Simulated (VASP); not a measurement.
Set up this calculation in VASP 6.6.1, as the native input.

```
Task                   : single point
Functional             : PBEsol
Potentials or basis    : VASP PAW PBE potentials, release 64 (Ni)
Cutoff                 : 520 eV
k mesh                 : 8 × 8 × 8
Occupations            : fermi-dirac, width 0.1 eV
Spin                   : collinear spin, ferromagnetic start
Starting moments       : [1.5] μB
Dipole correction      : no
Further INCAR settings : ALGO = Normal; EDIFF = 1e-06; NBANDS = 15
```

The structure of Ni lies in POSCAR:

```
Ni
1.0
    2.1944101227      0.0000000000      0.0000000000
    0.0000000000      2.1944101227      0.0000000000
    0.0000000000      0.0000000000      2.1944101227
Ni
1
Direct
    0.0000000000      0.0000000000      0.0000000000
```

One way to write it, as run:

INCAR

```
  ALGO = Normal
  EDIFF = 1E-6
  ENCUT = 520
  GGA = PS
  ISIF = 2
  ISMEAR = -1
  ISPIN = 2
  LASPH = True
  LCHARG = False
  LMAXMIX = 4
  LORBIT = 11
  LREAL = False
  LWAVE = False
  MAGMOM = 1.5
  NBANDS = 15
  NELM = 150
  PREC = Accurate
  SIGMA = 0.1
```

KPOINTS

```
k-points
0
Gamma
  8 8 8
```

Potentials or basis: VASP PAW PBE potentials, release 64 (Ni).

Run with:

```bash
$ cat potpaw_PBE.64/Ni/POTCAR > POTCAR
$ mpirun -np 1 vasp_std > vasp.out
```

Results of the run:

```
Pressure                                              : 29.6 GPa
Net moment                                            : 0.53 μB per cell
Site moments                                          : Ni +0.52 μB
Valence electrons inside the program's atomic spheres : Ni 9.56
```

Caveat: the PAW data sets were made with another functional, which shifts forces and pressure a little.

Run time: 5.4 s on 1 thread of Intel Xeon 6975P-C (shared host), peak memory 0.12 GiB.
